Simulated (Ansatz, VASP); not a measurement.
## HfSi3 in VASP and in Ansatz

Contents of INCAR:

```
PREC = Accurate
ENCUT = 520
EDIFF = 1E-7
ISMEAR = 0
SIGMA = 0.05
LREAL = F
LASPH = T
NELM = 100
ALGO = Normal
ISIF = 2
LWAVE = F
LCHARG = F
GGA = PE
NBANDS = 19
```

KPOINTS

```
regular mesh
0
Gamma
  8 8 8
```

POSCAR

```
HfSi3
1.0
    3.9468393396      0.0000000000      0.0000000000
    0.0000000000      3.9468393396      0.0000000000
    0.0000000000      0.0000000000      3.9468393396
Hf Si
1 3
Direct
    0.0000000000      0.0000000000      0.0000000000
    0.0000000000      0.5000000000      0.5000000000
    0.5000000000      0.5000000000      0.0000000000
    0.5000000000      0.0000000000      0.5000000000
```

Input for Ansatz:

```yaml
crystal:
  lattice:
    - [3.9468393396, 0.0, 0.0]
    - [0.0, 3.9468393396, 0.0]
    - [0.0, 0.0, 3.9468393396]
  atoms:
    - { symbol: Hf, position: [0.0, 0.0, 0.0] }
    - { symbol: Si, position: [0.0, 0.5, 0.5] }
    - { symbol: Si, position: [0.5, 0.5, 0.0] }
    - { symbol: Si, position: [0.5, 0.0, 0.5] }
basis:
  ecutwfc: 420
  ecutrho_ratio: 4
kpoints:
  mp_grid: { grid: [8, 8, 8] }
hamiltonian:
  xc: pbe
scf:
  occupations: { method: gaussian, width: 0.05 }
output:
  forces: true
  stress: true
  eigenvalues: true
```

Alike in both runs: task single point; functional PBE; k mesh 8 × 8 × 8; occupations gaussian, width 0.05 eV; no spin polarisation.

|  | VASP | Ansatz |
| --- | --- | --- |
| version | VASP 6.6.1 | Ansatz 0.2.0 |
| potentials or method | VASP PAW PBE potentials, release 64 (Hf_pv, Si), cutoff 520 eV | scalar-relativistic, plane waves, PAW |
| valence electrons in the cell | 22 | 38 |

```csv
,VASP,Ansatz,Ansatz less VASP
gap on the k mesh at the Fermi level (eV),none,none,-
pressure (GPa),2.1,2.4,+0.23
```

A gap of «none» marks a metal or a gap that the smearing closes. VASP's potentials hold 22 valence electrons a cell and Ansatz's 38, so a difference there can come from the potentials and not from the codes.

Spin-orbit coupling is off throughout.
